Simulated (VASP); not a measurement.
Write the native input for VASP 6.6.1 that does the following.

| Item | Value |
| --- | --- |
| Task | relaxation of cell and atoms |
| Functional | revPBE |
| Dispersion | D3(BJ) |
| Potentials or basis | VASP PAW PBE potentials, release 64 (Ni) |
| Cutoff | 600 eV |
| k mesh | 13 × 13 × 13 |
| Occupations | fermi-dirac, width 0.05 eV |
| Spin | collinear spin, ferromagnetic start |
| Starting moments | [1.0] μB |
| Dipole correction | no |
| Further INCAR settings | ALGO = Normal; EDIFF = 1e-06; IBRION = 2; EDIFFG = -0.02; NSW = 80; ISIF = 3 |

The structure of Ni lies in POSCAR:

```
Ni
1.0
    0.0000000000      1.7375729330      1.7375729330
    1.7375729330      0.0000000000      1.7375729330
    1.7375729330      1.7375729330      0.0000000000
Ni
1
Direct
    0.0000000000      0.0000000000      0.0000000000
```

One way to write it, as run:

INCAR

```
PREC = Accurate
ENCUT = 600
EDIFF = 1E-6
ISMEAR = -1
SIGMA = 0.05
LREAL = False
LASPH = True
NELM = 150
ALGO = Normal
ISIF = 3
LWAVE = False
LCHARG = False
ISPIN = 2
MAGMOM = 1
LORBIT = 11
LMAXMIX = 4
GGA = RE
IVDW = 12
IBRION = 2
NSW = 80
EDIFFG = -0.02
```

KPOINTS

```
regular mesh
0
Gamma
  13 13 13
```

Potentials or basis: VASP PAW PBE potentials, release 64 (Ni).

Run with:

```bash
$ cat potpaw_PBE.64/Ni/POTCAR > POTCAR
$ mpirun -np 1 vasp_std > vasp.out
```

Results of the run:

The relaxed volume is 10.37 Å³/atom and the relaxed cell is a = 2.448 Å, b = 2.448 Å, c = 2.448 Å, α = 60.00°, β = 60.00°, γ = 60.00°. The space group after relaxing (to 0.05 Å) is Fm-3m (No. 225), the energy gained by relaxing is 0.9 meV/atom and the ionic steps are 3. The pressure after relaxing is 0.0 GPa, the net moment is 0.62 μB per cell and the site moments are Ni +0.63 μB. The valence electrons inside the program's atomic spheres are Ni 9.39 and the dispersion energy per atom is -0.938 eV.

Caveat: the PAW data sets were made with another functional, which shifts forces and pressure a little; pairwise dispersion overbinds metals, which lowers pressure and volume.

It took 60 s on 1 thread of AMD EPYC 7R43 64-Core Processor (Zen 3) (shared host), peak memory 0.11 GiB.
